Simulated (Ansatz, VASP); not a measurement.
Cs in VASP and in Ansatz

INCAR

```
PREC = Accurate
ENCUT = 500
EDIFF = 1E-7
ISMEAR = -1
SIGMA = 0.05
LREAL = False
LASPH = True
NELM = 120
ALGO = Normal
ISIF = 3
LWAVE = False
LCHARG = False
IBRION = 2
NSW = 45
EDIFFG = -0.005
GGA_COMPAT = False
NELMIN = 4
```

The input KPOINTS:

```
regular mesh
0
Gamma
  9 9 5
```

Contents of POSCAR:

```
Cs
1.0
    5.1525456203      0.0000000000      0.0000000000
   -2.5762728102      4.4622354014      0.0000000000
    0.0000000000      0.0000000000      8.3471239049
Cs
2
Direct
    0.3333333333      0.6666666667      0.2500000000
    0.6666666667      0.3333333333      0.7500000000
```

Input for Ansatz:

```yaml
crystal:
  lattice:
    - [5.1525456203, 0.0, 0.0]
    - [-2.5762728102, 4.4622354014, 0.0]
    - [0.0, 0.0, 8.3471239049]
  atoms:
    - { symbol: Cs, position: [0.3333333333, 0.6666666667, 0.25] }
    - { symbol: Cs, position: [0.6666666667, 0.3333333333, 0.75] }
kpoints:
  mp_grid: { grid: [9, 9, 5] }
scf:
  occupations: { method: fermi_dirac, width: 0.05 }
hamiltonian:
  xc: lda
  pseudopotentials: { kind: all_electron, lapw: { basis_error: 0.0005 } }
output:
  forces: true
  stress: true
  eigenvalues: true
  populations: true
relax:
  f_tol: 0.005
  max_steps: 25
  cell: {}
```

Alike in both runs: task relaxation of cell and atoms; functional LDA; k mesh 9 × 9 × 5; occupations fermi-dirac, width 0.05 eV; no spin polarisation.

|  | VASP | Ansatz |
| --- | --- | --- |
| version | VASP 6.6.1 | Ansatz 0.2.0 |
| potentials or method | VASP PAW LDA potentials, release 64 (Cs_sv), cutoff 500 eV | all-electron LAPW, scalar-relativistic |

|  | VASP | Ansatz | Ansatz less VASP |
| --- | --- | --- | --- |
| relaxed volume (Å³/atom) | 95.48 | 95.96 | +0.474 |
| relaxed length of the cell vector where the two differ most in proportion (Å) | 8.411 | 8.347 | -0.0635 |

LDA's correlation is that of Perdew and Zunger in VASP and of Perdew and Wang (1992) in Ansatz. Ansatz ran all-electron here, and VASP with PAW potentials.

Spin-orbit coupling is off throughout.
